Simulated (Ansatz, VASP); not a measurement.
# One calculation of Tl, two programs

File INCAR:

```
SYSTEM = Tl
PREC = Accurate
ENCUT = 520
EDIFF = 1E-7
ISMEAR = 0
SIGMA = 0.15
LREAL = .FALSE.
LASPH = .TRUE.
NELM = 60
ALGO = Fast
ISIF = 2
LWAVE = .FALSE.
LCHARG = .FALSE.
GGA = PE
NBANDS = 20
```

The input KPOINTS:

```
regular mesh
0
G
  18 18 10
  0 0 0
```

POSCAR

```
Tl
1.0
    3.6287982743      0.0000000000      0.0000000000
   -1.8143991372      3.1426314908      0.0000000000
    0.0000000000      0.0000000000      5.6631250000
Tl
2
Direct
    0.3333333333      0.6666666667      0.2500000000
    0.6666666667      0.3333333333      0.7500000000
```

Input for Ansatz:

```yaml
crystal:
  lattice:
    - [3.6287982743, 0.0, 0.0]
    - [-1.8143991372, 3.1426314908, 0.0]
    - [0.0, 0.0, 5.663125]
  atoms:
    - { symbol: Tl, position: [0.3333333333, 0.6666666667, 0.25] }
    - { symbol: Tl, position: [0.6666666667, 0.3333333333, 0.75] }
basis:
  ecutwfc: 420
kpoints:
  mp_grid: { grid: [18, 18, 10] }
hamiltonian:
  xc: pbe
scf:
  occupations: { method: gaussian, width: 0.15 }
output:
  forces: true
  stress: true
  eigenvalues: true
```

Change from the starting cell: strain +0.050 along x and y, +0.025 along z, atoms carried along.

Alike in both runs: task single point; functional PBE; k mesh 18 × 18 × 10; occupations gaussian, width 0.15 eV; no spin polarisation.

```csv
,VASP,Ansatz
version,VASP 6.6.1,Ansatz 0.2.0
potentials or method,"VASP PAW PBE potentials, release 64 (Tl_d), cutoff 520 eV","scalar-relativistic, plane waves, PAW"
valence electrons in the cell,26,26
```

|  | VASP | Ansatz | Ansatz less VASP |
| --- | --- | --- | --- |
| gap on the k mesh at the Fermi level (eV) | none | none | - |
| pressure (GPa) | -0.7 | -0.6 | +0.06 |
| traceless stress, the component that is largest in VASP (GPa) | 0.05 | 0.06 | +0.004 |

A gap of «none» marks a metal or a gap that the smearing closes.

Spin-orbit coupling is off throughout.
